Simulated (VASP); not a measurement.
Runs of VASP 6.6.1 on Cs3SI. The structure is that of space group Pm-3m (No. 221), or close to it. The cells are those of the table. 

| cell | gap on the mesh (eV) | pressure (GPa) |
| --- | --- | --- |
| a = 6.409 Å, 5 atoms | 0.99 | 1.6 |
| a = 6.819 Å, 5 atoms | 1.07 | -0.4 |
| a = 6.551 Å, 5 atoms | (a) | 0.7 |
| a = 6.481 Å, 5 atoms | (c) | 1.1 |
| a = 6.754 Å, 5 atoms | 1.07 | (b) |

Alike in all rows: task single point; level PBE; potentials or basis VASP PAW PBE potentials, release 64 (Cs_sv, S, I); no spin polarisation; k mesh 4 × 4 × 4; cutoff (eV) 520; smearing gaussian 0.02 eV.

Question: Estimate the missing entries.

Answer: (a) 1.03; (b) -0.2; (c) 1.01.

Caveats: spin-orbit coupling is left out, which moves the levels of the heavy elements.

A k mesh can miss the band edges, and the runs leave out spin-orbit coupling on Cs, I.
